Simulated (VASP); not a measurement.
# KVF3 (Pm-3m) in VASP: notebook

Runs on KVF3. Level: LDA. Tasks: single point, relaxation of cell and atoms.

Program: VASP 6.6.1. These are calculated values, not measurements. Logs are shortened: lines on timing, memory, paths and dates and some standing lists are left out, and cuts for length are marked.

## 1. The cell of the first run

Symmetry: Pm-3m, No. 221, cubic system. Conventional cell: a = 4.026 Å, b = 4.026 Å, c = 4.026 Å, α = 90.00°, β = 90.00°, γ = 90.00°. K (site symmetry m-3m) has 12 F at 2.85 Å and 8 V at 3.49 Å within 3.8 Å. Within 2.7 Å of V (site symmetry m-3m) lie 6 F at 2.01 Å. Within 2.7 Å of F (site symmetry 4/mmm) lie 2 V at 2.01 Å.

## 2. Single point, LDA, collinear spin, ferromagnetic start

Input file INCAR:

```
SYSTEM = KVF3
PREC = Accurate
ENCUT = 520
EDIFF = 1E-7
ISMEAR = -1
SIGMA = 0.05
LREAL = .False.
LASPH = .True.
NELM = 150
ALGO = Normal
ISIF = 2
LWAVE = .False.
LCHARG = .False.
ISPIN = 2
MAGMOM = 0 1.5 0 0 0
LORBIT = 11
LMAXMIX = 4
NBANDS = 34
```

Input file KPOINTS:

```
Automatic mesh
0
Gamma
  5 5 5
  0 0 0
```

Input file POSCAR:

```
KVF3
1.0
    4.0264774366      0.0000000000      0.0000000000
    0.0000000000      4.0264774366      0.0000000000
    0.0000000000      0.0000000000      4.0264774366
K V F
1 1 3
Direct
    0.0000000000      0.0000000000      0.0000000000
    0.5000000000      0.5000000000      0.5000000000
    0.5000000000      0.5000000000      0.0000000000
    0.0000000000      0.5000000000      0.5000000000
    0.5000000000      0.0000000000      0.5000000000
```

Potentials or basis: VASP PAW LDA potentials, release 64 (K_sv, V_sv, F).

Launch:

```sh
cat potpaw_LDA.64/K_sv/POTCAR potpaw_LDA.64/V_sv/POTCAR potpaw_LDA.64/F/POTCAR > POTCAR
mpirun -np 1 vasp_std > vasp.out
```

OUTCAR:

```text
SYSTEM = KVF3
   PREC = Accurate
   ENCUT = 520
   EDIFF = 1E-7
   ISMEAR = -1
   LREAL = .False.
   LASPH = .True.
   NELM = 150
   ISIF = 2
   ISPIN = 2
   LORBIT = 11

 ion  position               nearest neighbor table
   1  0.000  0.000  0.000-   3 2.85   4 2.85   5 2.85   4 2.85   5 2.85   3 2.85   4 2.85   4 2.85
                             3 2.85   5 2.85   5 2.85   3 2.85
   2  0.500  0.500  0.500-   3 2.01   4 2.01   5 2.01   3 2.01   5 2.01   4 2.01
   3  0.500  0.500  0.000-   2 2.01   2 2.01   1 2.85   1 2.85   1 2.85   1 2.85
   4  0.000  0.500  0.500-   2 2.01   2 2.01   1 2.85   1 2.85   1 2.85   1 2.85
   5  0.500  0.000  0.500-   2 2.01   2 2.01   1 2.85   1 2.85   1 2.85   1 2.85

  LATTYP: Found a simple cubic cell.
 ALAT       =     4.0264774366

  Lattice vectors:

 A1 = (   4.0264774366,   0.0000000000,   0.0000000000)
 A2 = (   0.0000000000,   4.0264774366,   0.0000000000)
 A3 = (   0.0000000000,   0.0000000000,   4.0264774366)

Analysis of symmetry for initial positions (statically):
=====================================================================
 Subroutine PRICEL returns:
 Original cell was already a primitive cell.

 Routine SETGRP: Setting up the symmetry group for a
 simple cubic supercell.

 Subroutine GETGRP returns: Found 48 space group operations
 (whereof 48 operations were pure point group operations)
 out of a pool of 48 trial point group operations.

The static configuration has the point symmetry O_h .

Analysis of symmetry for dynamics (positions and initial velocities):
=====================================================================
 Subroutine PRICEL returns:
 Original cell was already a primitive cell.

 Routine SETGRP: Setting up the symmetry group for a
 simple cubic supercell.

 Subroutine GETGRP returns: Found 48 space group operations
 (whereof 48 operations were pure point group operations)
 out of a pool of 48 trial point group operations.

The dynamic configuration has the point symmetry O_h .

Analysis of structural, dynamic, and magnetic symmetry:
=====================================================================
 Subroutine PRICEL returns:
 Original cell was already a primitive cell.

 Routine SETGRP: Setting up the symmetry group for a
 simple cubic supercell.

 Subroutine GETGRP returns: Found 48 space group operations
 (whereof 48 operations were pure point group operations)
 out of a pool of 48 trial point group operations.

The overall configuration has the point symmetry O_h .

 Subroutine INISYM returns: Found 48 space group operations
 (whereof 48 operations are pure point group operations),
 and found     1 'primitive' translations

----------------------------------------------------------------------------------------

                                     Primitive cell

  volume of cell :      65.2793

  direct lattice vectors                    reciprocal lattice vectors
     4.026477437  0.000000000  0.000000000     0.248356042  0.000000000  0.000000000
     0.000000000  4.026477437  0.000000000     0.000000000  0.248356042  0.000000000
     0.000000000  0.000000000  4.026477437     0.000000000  0.000000000  0.248356042

  length of vectors
     4.026477437  4.026477437  4.026477437     0.248356042  0.248356042  0.248356042

  position of ions in fractional coordinates (direct lattice)
     0.000000000  0.000000000  0.000000000
     0.500000000  0.500000000  0.500000000
     0.500000000  0.500000000  0.000000000
     0.000000000  0.500000000  0.500000000
     0.500000000  0.000000000  0.500000000

  ion indices of the primitive-cell ions
   primitive index   ion index
                 1           1
                 2           2
                 3           3
                 4           4
                 5           5

----------------------------------------------------------------------------------------

 KPOINTS: Automatic mesh

Automatic generation of k-mesh.
 Grid dimensions read from file:
 generate k-points for:    5    5    5

 Generating k-lattice:

  Cartesian coordinates                     Fractional coordinates (reciprocal lattice)
     0.049671208  0.000000000  0.000000000     0.200000000  0.000000000  0.000000000
     0.000000000  0.049671208  0.000000000     0.000000000  0.200000000  0.000000000
     0.000000000  0.000000000  0.049671208     0.000000000  0.000000000  0.200000000

  Length of vectors
     0.049671208  0.049671208  0.049671208

  Shift w.r.t. Gamma in fractional coordinates (k-lattice)
     0.000000000  0.000000000  0.000000000

 Subroutine IBZKPT returns following result:
 ===========================================

 Found     10 irreducible k-points:

 Following reciprocal coordinates:
            Coordinates               Weight
  0.000000  0.000000  0.000000      1.000000
  0.200000  0.000000  0.000000      6.000000
  0.400000  0.000000  0.000000      6.000000
  0.200000  0.200000  0.000000     12.000000
  0.400000  0.200000  0.000000     24.000000
  0.400000  0.400000  0.000000     12.000000
  0.200000  0.200000  0.200000      8.000000
  0.400000  0.200000  0.200000     24.000000
  0.400000  0.400000  0.200000     24.000000
  0.400000  0.400000  0.400000      8.000000
   k-points           NKPTS =     10   k-points in BZ     NKDIM =     10   number of bands    NBANDS=     34
   number of dos      NEDOS =    301   number of ions     NIONS =      5
   total plane-waves  NPLWV =  27000
   dimension x,y,z NGX =    30 NGY =   30 NGZ =   30
   dimension x,y,z NGXF=    60 NGYF=   60 NGZF=   60
   ions per type =               1   1   3
   NGX,Y,Z   is equivalent  to a cutoff of  12.39, 12.39, 12.39 a.u.
   NGXF,Y,Z  is equivalent  to a cutoff of  24.77, 24.77, 24.77 a.u.
 SYSTEM =  KVF3
   PREC   = accura    normal or accurate (medium, high low for compatibility)
   ISTART =      0    job   : 0-new  1-cont  2-samecut
   ICHARG =      2    charge: 1-file 2-atom 10-const
   ISPIN  =      2    spin polarized calculation?
   LNONCOLLINEAR =      F non collinear calculations
   LSORBIT =      F    spin-orbit coupling
   LASPH  =      T    aspherical Exc in radial PAW
   ENCUT  =  520.0 eV  38.22 Ry    6.18 a.u.   7.49  7.49  7.49*2*pi/ulx,y,z
   NELM   =    150;   NELMIN=  2; NELMDL= -5     # of ELM steps
   EDIFF  = 0.1E-06   stopping-criterion for ELM
   LREAL  =      F    real-space projection
   EDIFFG = 0.1E-05   stopping-criterion for IOM
   NSW    =      0    number of steps for IOM
   IBRION =     -1    ionic relax: 0-MD 1-quasi-New 2-CG
   NFREE  =      0    steps in history (QN), initial steepest desc. (CG)
   ISIF   =      2    stress and relaxation
   ISYM   =      2    0-nonsym 1-usesym 2-fastsym
   POTIM  = 0.5000    time-step for ionic-motion
   TEBEG  =    0.0;   TEEND  =   0.0 temperature during run
   PSTRESS=    0.0 pullay stress
   NELECT =      43.0000    total number of electrons
   NUPDOWN=      -1.0000    fix difference up-down
   EMIN   =  10.00;   EMAX   =-10.00  energy-range for DOS
   EFERMI =   0.00;   METHOD = LEGACY
   ISMEAR =    -1;   SIGMA  =   0.05  broadening in eV -4-tet -1-fermi 0-gaus
   EFERMI_NEDOS =   21; number of points for ismear=-14 and -15
   IALGO  =     38    algorithm
   IMIX   =      4    mixing-type and parameters
     AMIX     =   0.40;   BMIX     =  1.00
     AMIX_MAG =   1.60;   BMIX_MAG =  1.00
  volume/ion in A,a.u.               =      13.06        88.11
  Fermi-wavevector in a.u.,A,eV,Ry     =   1.424423  2.691770 27.605970  2.028982
  Thomas-Fermi vector in A             =   2.544916
   LORBIT       =     11    0 simple, 1 ext, 2 COOP (PROOUT), +10 PAW based schemes
   GGA     = CA    functional components
   LHFCALC =     F    Hartree Fock is set to
   AEXX    =    0.0000 exact exchange contribution
   IVDW    =     0    specifies the selected vdW correction
   LEPSILON=     F    determine dielectric tensor
   LRPA    =     F    only Hartree local field effects (RPA)
 spin polarized calculation
  energy-cutoff  :      520.00
  volume of cell :       65.28
 maximum number of plane-waves:      1791
 NGX is ok and might be reduce to    30
   NGX = 15   NGY = 15   NGZ = 15

 number of electron      42.9999950 magnetization       2.9999953

 Free energy of the ion-electron system (eV)
  ---------------------------------------------------
  ext. energy  EPLUGINS =         0.00000000
  ---------------------------------------------------
  free energy    TOTEN  =       -30.99295111 eV

  energy without entropy =      -30.99152080  energy(sigma->0) =      -30.99223595

 E-fermi :   5.6686     XC(G=0): -10.8084

 val. band max:        5.4196802062   @ k =   0.4000   0.4000   0.4000
 cond. band min:       5.8399769206   @ k =   0.0000   0.0000   0.0000
 fundamental gap:      0.4202967143
 Fermi energy:         5.6685515964

 spin component 1

 k-point     1 :       0.0000    0.0000    0.0000
  band No.  band energies     occupation
      1     -59.2919      1.00000
      2     -33.6666      1.00000
      3     -33.6665      1.00000
      4     -33.6665      1.00000
      5     -26.3510      1.00000
      6     -20.9845      1.00000
[... 25 lines left out ...]
     32      14.7033      0.00000
     33      15.3413      0.00000

 k-point     2 :       0.2000    0.0000    0.0000
  band No.  band energies     occupation
      1     -59.2916      1.00000
      2     -33.6841      1.00000
      3     -33.6662      1.00000
      4     -33.6662      1.00000
      5     -26.3409      1.00000
      6     -20.9378      1.00000
[... 25 lines left out ...]
     32      13.7195      0.00000
     33      15.6955      0.00000
[... 250 lines left out ...]
     32      13.4525      0.00000
     33      13.6386      0.00000

 k-point    10 :       0.4000    0.4000    0.4000
  band No.  band energies     occupation
      1     -59.2900      1.00000
      2     -33.7099      1.00000
      3     -33.7099      1.00000
      4     -33.7098      1.00000
      5     -26.2939      1.00000
      6     -20.4654      1.00000
[... 25 lines left out ...]
     32      13.6795      0.00000
     33      14.2862      0.00000
 Fermi energy:         5.6685515964

 spin component 2

 k-point     1 :       0.0000    0.0000    0.0000
  band No.  band energies     occupation
      1     -56.8780      1.00000
      2     -31.3260      1.00000
      3     -31.3260      1.00000
      4     -31.3260      1.00000
      5     -26.3445      1.00000
      6     -20.8759      1.00000
[... 25 lines left out ...]
     32      15.6498      0.00000
     33      15.6967      0.00000

 k-point     2 :       0.2000    0.0000    0.0000
  band No.  band energies     occupation
      1     -56.8777      1.00000
      2     -31.3524      1.00000
      3     -31.3255      1.00000
      4     -31.3255      1.00000
      5     -26.3344      1.00000
      6     -20.8282      1.00000
[... 25 lines left out ...]
     32      14.2379      0.00000
     33      16.0753      0.00000
[... 250 lines left out ...]
     32      13.6737      0.00000
     33      13.7910      0.00000

 k-point    10 :       0.4000    0.4000    0.4000
  band No.  band energies     occupation
      1     -56.8756      1.00000
      2     -31.3913      1.00000
      3     -31.3911      1.00000
      4     -31.3911      1.00000
      5     -26.2885      1.00000
      6     -20.3359      1.00000
[... 25 lines left out ...]
     32      13.8501      0.00000
     33      14.4518      0.00000
 [bands above 33 left out]

------------------------ aborting loop because EDIFF is reached ----------------------------------------

  FORCE on cell =-STRESS in cart. coord.  units (eV):
  Direction    XX          YY          ZZ          XY          YZ          ZX
  --------------------------------------------------------------------------------------
  -------------------------------------------------------------------------------------
  Total        0.1527931      0.1527931      0.1527931      0.0000000     -0.0000000      0.0000000
  in kB        3.7500633      3.7500633      3.7500633      0.0000000     -0.0000000      0.0000000
  external PRESSURE =       3.7500633 kB  Pullay stress =       0.0000000 kB

 VOLUME and BASIS-vectors are now :
 -----------------------------------------------------------------------------
  energy-cutoff  :      520.00
  volume of cell :       65.28
      direct lattice vectors                 reciprocal lattice vectors
     4.026477437  0.000000000  0.000000000     0.248356042  0.000000000  0.000000000
     0.000000000  4.026477437  0.000000000     0.000000000  0.248356042  0.000000000
     0.000000000  0.000000000  4.026477437     0.000000000  0.000000000  0.248356042

 POSITION                                       TOTAL-FORCE (eV/Angst)
 -----------------------------------------------------------------------------------
      0.00000      0.00000      0.00000         0.000000      0.000000      0.000000
      2.01324      2.01324      2.01324         0.000000      0.000000      0.000000
      2.01324      2.01324      0.00000         0.000000      0.000000      0.000000
      0.00000      2.01324      2.01324         0.000000      0.000000      0.000000
      2.01324      0.00000      2.01324         0.000000      0.000000      0.000000
 -----------------------------------------------------------------------------------
    total drift:                                0.000000      0.000000     -0.000000

  FREE ENERGIE OF THE ION-ELECTRON SYSTEM (eV)
  ---------------------------------------------------
  free  energy   TOTEN  =       -30.9929511060 eV

  energy  without entropy=      -30.9915207976  energy(sigma->0) =      -30.99223595

 total charge

# of ion       s       p       d       tot
------------------------------------------
    1        1.952   5.564   0.031   7.547
    2        2.155   6.152   3.222  11.528
    3        1.721   4.370   0.000   6.091
    4        1.721   4.370   0.000   6.091
    5        1.721   4.370   0.000   6.091
--------------------------------------------------
tot          9.270  24.825   3.252  37.346

 magnetization (x)

# of ion       s       p       d       tot
------------------------------------------
    1       -0.000   0.000   0.005   0.005
    2        0.009   0.010   2.600   2.618
    3       -0.001   0.032   0.000   0.031
    4       -0.001   0.032   0.000   0.031
    5       -0.001   0.032   0.000   0.031
--------------------------------------------------
tot          0.005   0.107   2.605   2.716
```

Run time: 43 s. Hardware: 1 thread of Intel Xeon Platinum 8488C (Sapphire Rapids), shared host; peak memory 0.17 GiB.

Results:

```
Free energy                                           : -30.9930 eV
Pressure                                              : 0.4 GPa
Band gap on the k mesh                                : 0.42 eV (least direct gap 0.86 eV)
Net moment                                            : 3.00 μB per cell
Site moments                                          : K +0.01; V +2.62; F +0.03 μB
Valence electrons inside the program's atomic spheres : K 7.55; V 11.53; F 6.09
```

Levels at points of the mesh, in eV from the valence-band top:
Spin up:
```csv
k point,band 19,band 20,band 21,band 22,band 23,band 24,band 25,band 26,band 27,band 28
"(0.00, 0.00, 0.00)",-7.17,-7.17,-1.31,-1.31,-1.31,0.42,0.42,0.44,3.23,3.23
```
Spin down:
```csv
k point,band 17,band 18,band 19,band 20,band 21,band 22,band 23,band 24
"(0.00, 0.00, 0.00)",-7.33,-7.07,-7.07,-7.07,0.69,0.86,0.86,0.86
```

Caveat: an odd mesh through Γ misses points on the zone boundary, where band edges can lie.

[end of part 1 of 2]
